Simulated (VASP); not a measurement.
## Al: single point with PBE

The system is Al, a slab with vacuum.

```
Al
1.0
     2.85749    0.00000    0.00000
    -1.42874    2.47465    0.00000
     0.00000    0.00000   27.66560
Al
6
Direct
  0.16667 0.33333 0.28842
  0.50000 0.00000 0.37333
  0.83333 0.66667 0.45746
  0.16667 0.33333 0.54254
  0.50000 0.00000 0.62667
  0.83333 0.66667 0.71158
```

```yaml
Program: VASP 6.6.1
Task: single point
Functional: PBE
Potentials_or_basis: VASP PAW PBE potentials, release 64 (Al)
Cutoff: 520 eV
k_mesh: 16 × 16 × 1
Occupations: fermi-dirac, width 0.08 eV
Spin: no spin polarisation
```

```json
{"Band gap on the k mesh": "zero (bands 9 and 10 overlap by 3.13 eV)"}
```

Levels at points of the mesh, in eV from the Fermi level:
```
           k point  band 6  band 7  band 8  band 9  band 10  band 11
(0.00, 0.00, 0.00)   -5.47   -3.73   -1.66    0.43     2.32     3.49
(0.50, 0.00, 0.00)   -3.71   -2.98   -2.46   -1.35    -1.08     0.36
```

Wall time 2.2 min on 1 thread of AMD EPYC 9R45 96-Core Processor (Zen 5), on a shared host, peak memory 0.32 GiB.
